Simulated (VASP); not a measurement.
Pt, 2 atoms in the cell. The structure is hexagonal, space group P6_3/mmc (No. 194). The conventional cell has a = 2.807 Å, b = 2.807 Å, c = 4.636 Å, α = 90.00°, β = 90.00°, γ = 120.00°. Pt (site symmetry -6m2) has 12 Pt at 2.81 to 2.83 Å within 3.7 Å. This isn't the form of Pt at room conditions, which is fcc.

- Program: VASP 6.6.1
- Task: single point
- Functional: revpbe exchange, lda correlation
- Potentials or basis: VASP PAW PBE potentials, release 64 (Pt)
- Cutoff: 500 eV
- k mesh: 10 × 10 × 5
- Occupations: fermi-dirac, width 0.15 eV
- Spin: no spin polarisation
- Dipole correction: no
- Further INCAR settings: ALGO = Normal; EDIFF = 1e-06; NBANDS = 17

Potentials or basis: VASP PAW PBE potentials, release 64 (Pt).

The run is started by

```bash
$ cat potpaw_PBE.64/Pt/POTCAR > POTCAR
$ mpirun -np 1 vasp_std > vasp.out
```

Hardware: 1 thread of Intel(R) Xeon(R) Platinum 8488C (Sapphire Rapids), on a shared host.

How long does it take, and how much memory?

Run time: 17 s on 1 thread of Intel(R) Xeon(R) Platinum 8488C (Sapphire Rapids), on a shared host, peak memory 0.16 GiB. Counts: scf iterations 11, k points 93.
